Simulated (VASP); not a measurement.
# TiC (Fm-3m) in VASP: a series of runs, part 2 of 2

VASP 6.6.1. The steps go on from the part before.

## Step 3: Relaxation of the atoms, r2SCAN

This run uses another cell than the first one, of 10.14 Å³/atom.

Input file POSCAR:

```
TiC
1.0
    0.0000000000      2.1642569600      2.1642569600
    2.1642569600      0.0000000000      2.1642569600
    2.1642569600      2.1642569600      0.0000000000
Ti C
1 1
Direct
    0.0000000000      0.0000000000      0.0000000000
    0.5000000000      0.5000000000      0.5000000000
```

Input file INCAR.step1:

```
SYSTEM = TiC
PREC = Accurate ; ENCUT = 520
ISMEAR = -1 ; SIGMA = 0.1
LREAL = .FALSE. ; LASPH = .TRUE.
NELM = 100 ; GGA = PE
ALGO = Normal ; EDIFF = 1E-4
LWAVE = .TRUE. ; LCHARG = .FALSE.
```

Input file INCAR.step2:

```
SYSTEM = TiC
PREC = Accurate ; ENCUT = 520
EDIFF = 1E-6 ; ISMEAR = -1
SIGMA = 0.1 ; LREAL = .FALSE.
LASPH = .TRUE. ; NELM = 100
ALGO = Normal ; ISIF = 2
LWAVE = .FALSE. ; LCHARG = .FALSE.
METAGGA = R2SCAN ; LMIXTAU = .TRUE.
IBRION = 2 ; NSW = 50
EDIFFG = -0.01 ; ISTART = 1
```

Input file KPOINTS:

```
Automatic mesh
0
G
  13 13 13
  0 0 0
```

Potentials or basis: VASP PAW PBE potentials, release 64 (Ti_sv, C).

Started as:

```sh
$ cat potpaw_PBE.64/Ti_sv/POTCAR potpaw_PBE.64/C/POTCAR > POTCAR
$ cp INCAR.step1 INCAR
$ mpirun -np 1 vasp_std > vasp.out
$ cp INCAR.step2 INCAR
$ mpirun -np 1 vasp_std > vasp.out
```

OUTCAR:

```text
SYSTEM = TiC
   PREC = Accurate
   ENCUT = 520
   EDIFF = 1E-6
   ISMEAR = -1
   LREAL = .FALSE.
   LASPH = .TRUE.
   NELM = 100
   ISIF = 2
   METAGGA = R2SCAN
   IBRION = 2
   NSW = 50
   EDIFFG = -0.01
   ISTART = 1

 ion  position               nearest neighbor table
   1  0.000  0.000  0.000-   2 2.16   2 2.16   2 2.16   2 2.16   2 2.16   2 2.16
   2  0.500  0.500  0.500-   1 2.16   1 2.16   1 2.16   1 2.16   1 2.16   1 2.16

  LATTYP: Found a face centered cubic cell.
 ALAT       =     4.3285139200

  Lattice vectors:

 A1 = (   0.0000000000,   2.1642569600,   2.1642569600)
 A2 = (   2.1642569600,   0.0000000000,   2.1642569600)
 A3 = (   2.1642569600,   2.1642569600,   0.0000000000)

Analysis of symmetry for initial positions (statically):
=====================================================================
 Subroutine PRICEL returns:
 Original cell was already a primitive cell.

 Routine SETGRP: Setting up the symmetry group for a
 face centered cubic supercell.

 Subroutine GETGRP returns: Found 48 space group operations
 (whereof 48 operations were pure point group operations)
 out of a pool of 48 trial point group operations.

The static configuration has the point symmetry O_h .

Analysis of symmetry for dynamics (positions and initial velocities):
=====================================================================
 Subroutine PRICEL returns:
 Original cell was already a primitive cell.

 Routine SETGRP: Setting up the symmetry group for a
 face centered cubic supercell.

 Subroutine GETGRP returns: Found 48 space group operations
 (whereof 48 operations were pure point group operations)
 out of a pool of 48 trial point group operations.

The dynamic configuration has the point symmetry O_h .

 Subroutine INISYM returns: Found 48 space group operations
 (whereof 48 operations are pure point group operations),
 and found     1 'primitive' translations

----------------------------------------------------------------------------------------

[... 123 lines left out ...]
 conjugate gradient relaxation of ions
 non-spin polarized calculation
  energy-cutoff  :      520.00
  volume of cell :       20.27
 maximum number of plane-waves:       557
   NGX = 11   NGY = 11   NGZ = 11

 number of electron      16.0000001 magnetization

 Free energy of the ion-electron system (eV)
  ---------------------------------------------------
  ext. energy  EPLUGINS =         0.00000000
  ---------------------------------------------------
  free energy    TOTEN  =       -24.87339216 eV

  energy without entropy =      -24.86520471  energy(sigma->0) =      -24.86929843

 E-fermi :   9.5134     XC(G=0): -13.6008

 val. band max:        9.3641433654   @ k =   0.1538   0.1538   0.0000
 cond. band min:       9.5768769639   @ k =   0.3846   0.3077   0.0000
 fundamental gap:      0.2127335985
 Fermi energy:         9.5133763391

 k-point     1 :       0.0000    0.0000    0.0000
  band No.  band energies     occupation
      1     -49.4582      2.00000
      2     -24.4354      2.00000
      3     -24.4353      2.00000
      4     -24.4353      2.00000
      5      -3.7031      2.00000
      6      10.3785      0.00035
      7      10.3785      0.00035
      8      10.3785      0.00035
      9      11.1808      0.00000
     10      11.1808      0.00000
     11      11.1808      0.00000
     12      11.2349      0.00000
[... 331 lines left out ...]
 k-point    24 :       0.4615    0.1538    0.0000
  band No.  band energies     occupation
      1     -49.3803      2.00000
      2     -24.8820      2.00000
      3     -24.5386      2.00000
      4     -24.5131      2.00000
      5      -0.7494      2.00000
      6       4.3881      2.00000
      7       6.4259      2.00000
      8       6.9806      2.00000
      9      11.7038      0.00000
     10      12.7625      0.00000
     11      13.6587      0.00000
     12      16.3263      0.00000

 [... further k-points ...]

------------------------ aborting loop because EDIFF is reached ----------------------------------------

  FORCE on cell =-STRESS in cart. coord.  units (eV):
  Direction    XX          YY          ZZ          XY          YZ          ZX
  --------------------------------------------------------------------------------------
  -------------------------------------------------------------------------------------
  Total        0.1022765      0.1022765      0.1022765      0.0000000     -0.0000000      0.0000000
  in kB        8.0822046      8.0822046      8.0822046      0.0000000     -0.0000000      0.0000000
  external PRESSURE =       8.0822046 kB  Pullay stress =       0.0000000 kB

 VOLUME and BASIS-vectors are now :
 -----------------------------------------------------------------------------
  energy-cutoff  :      520.00
  volume of cell :       20.27
      direct lattice vectors                 reciprocal lattice vectors
     0.000000000  2.164256960  2.164256960    -0.231026172  0.231026172  0.231026172
     2.164256960  0.000000000  2.164256960     0.231026172 -0.231026172  0.231026172
     2.164256960  2.164256960  0.000000000     0.231026172  0.231026172 -0.231026172

 POSITION                                       TOTAL-FORCE (eV/Angst)
 -----------------------------------------------------------------------------------
      0.00000      0.00000      0.00000         0.000000      0.000000     -0.000000
      2.16426      2.16426      2.16426        -0.000000     -0.000000      0.000000
 -----------------------------------------------------------------------------------
    total drift:                                0.000000     -0.000000     -0.000000

  FREE ENERGIE OF THE ION-ELECTRON SYSTEM (eV)
  ---------------------------------------------------
  free  energy   TOTEN  =       -24.8733921602 eV

  energy  without entropy=      -24.8652047093  energy(sigma->0) =      -24.86929843

 reached required accuracy - stopping structural energy minimisation
```

OUTCAR.step1:

```text
SYSTEM = TiC
   PREC = Accurate
   ENCUT = 520
   ISMEAR = -1
   LREAL = .FALSE.
   LASPH = .TRUE.
[... 580 lines left out ...]
      0.00000      0.00000      0.00000        -0.000000     -0.000000     -0.000000
      2.16426      2.16426      2.16426         0.000000      0.000000      0.000000
 -----------------------------------------------------------------------------------
    total drift:                                0.000000     -0.000000     -0.000000

  FREE ENERGIE OF THE ION-ELECTRON SYSTEM (eV)
  ---------------------------------------------------
  free  energy   TOTEN  =       -18.7140614699 eV

  energy  without entropy=      -18.7041228086  energy(sigma->0) =      -18.70909214
```

Run time: 37 s. Hardware: 1 thread of Intel Xeon 6975P-C (Granite Rapids), shared host; peak memory 0.15 GiB.

What came out:

```
Free energy             : -24.8734 eV
Pressure after relaxing : 0.8 GPa
Band gap on the k mesh  : zero (bands 8 and 9 overlap by 1.32 eV)
```

Final structure:
```
Ti C
1.0
     0.00000    2.16426    2.16426
     2.16426    0.00000    2.16426
     2.16426    2.16426    0.00000
Ti C
1 1
Direct
  0.00000 0.00000 0.00000
  0.50000 0.50000 0.50000
```

Levels at points of the mesh, in eV from the Fermi level:
| k point | band 4 | band 5 | band 6 | band 7 | band 8 | band 9 | band 10 | band 11 | band 12 |
| --- | --- | --- | --- | --- | --- | --- | --- | --- | --- |
| (0.00, 0.00, 0.00) | -33.95 | -13.22 | 0.87 | 0.87 | 0.87 | 1.67 | 1.67 | 1.67 | 1.72 |

Caveat: the relaxation stopped at its first step, so nothing moved; the PAW data sets were made with another functional, which shifts forces and pressure a little.

## Step 4: Relaxation of the atoms, r2SCAN

This run uses another cell than the first one, of 10.34 Å³/atom.

Input file POSCAR:

```
TiC
1.0
    0.0000000000      2.1785902100      2.1785902100
    2.1785902100      0.0000000000      2.1785902100
    2.1785902100      2.1785902100      0.0000000000
Ti C
1 1
Direct
    0.0000000000      0.0000000000      0.0000000000
    0.5000000000      0.5000000000      0.5000000000
```

Input file INCAR.step1:

```
SYSTEM = TiC
PREC = Accurate
ENCUT = 520
ISMEAR = -1
SIGMA = 0.1
LREAL = .FALSE.
LASPH = .TRUE.
NELM = 100
GGA = PE
ALGO = Normal
EDIFF = 1E-4
LWAVE = .TRUE.
LCHARG = .FALSE.
```

Input file INCAR.step2:

```
SYSTEM = TiC
PREC = Accurate
ENCUT = 520
EDIFF = 1E-6
ISMEAR = -1
SIGMA = 0.1
LREAL = .FALSE.
LASPH = .TRUE.
NELM = 100
ALGO = Normal
ISIF = 2
LWAVE = .FALSE.
LCHARG = .FALSE.
METAGGA = R2SCAN
LMIXTAU = .TRUE.
IBRION = 2
NSW = 50
EDIFFG = -0.01
ISTART = 1
```

KPOINTS is that of step 3.

Started as:

```sh
$ cat potpaw_PBE.64/Ti_sv/POTCAR potpaw_PBE.64/C/POTCAR > POTCAR
$ cp INCAR.step1 INCAR
$ mpirun -np 1 vasp_std > vasp.out
$ cp INCAR.step2 INCAR
$ mpirun -np 1 vasp_std > vasp.out
```

Run time: 33 s. Hardware: 1 thread of Intel Xeon 6975P-C (Granite Rapids), shared host; peak memory 0.15 GiB.

The run converged. Its results:

```
Free energy             : -24.8694 eV
Pressure after relaxing : -4.2 GPa
Band gap on the k mesh  : zero (bands 8 and 9 overlap by 1.31 eV)
```

Final structure:
```xyz
2
Lattice="0.0000 2.1786 2.1786 2.1786 0.0000 2.1786 2.1786 2.1786 0.0000" Properties=species:S:1:pos:R:3 pbc="T T T"
Ti    0.0000    0.0000    0.0000
C     2.1786    2.1786    2.1786
```

Levels at points of the mesh, in eV from the Fermi level:
| k point | band 6 | band 7 | band 8 | band 9 | band 10 | band 11 |
| --- | --- | --- | --- | --- | --- | --- |
| (0.00, 0.00, 0.00) | 0.86 | 0.86 | 0.86 | 1.64 | 1.64 | 1.64 |

Caveat: the relaxation stopped at its first step, so nothing moved; the PAW data sets were made with another functional, which shifts forces and pressure a little.

## Step 5: The runs side by side

| cell | gap on the mesh (eV) | pressure (GPa) |
| --- | --- | --- |
| atoms relaxed from a = 3.040 Å, angles 60.0°, 2 atoms | none | 6.4 |
| atoms relaxed from a = 3.061 Å, angles 60.0°, 2 atoms | none | 0.8 |
| atoms relaxed from a = 3.081 Å, angles 60.0°, 2 atoms | none | -4.2 |

Alike in all rows: task relaxation of the atoms; level r2SCAN; potentials or basis VASP PAW PBE potentials, release 64 (Ti_sv, C); no spin polarisation; k mesh 13 × 13 × 13; cutoff (eV) 520; smearing fermi-dirac 0.1 eV.

Caveats: the relaxation stopped at its first step, so nothing moved; the PAW data sets were made with another functional, which shifts forces and pressure a little.

Absolute energies hang on the potentials; compare differences alone.
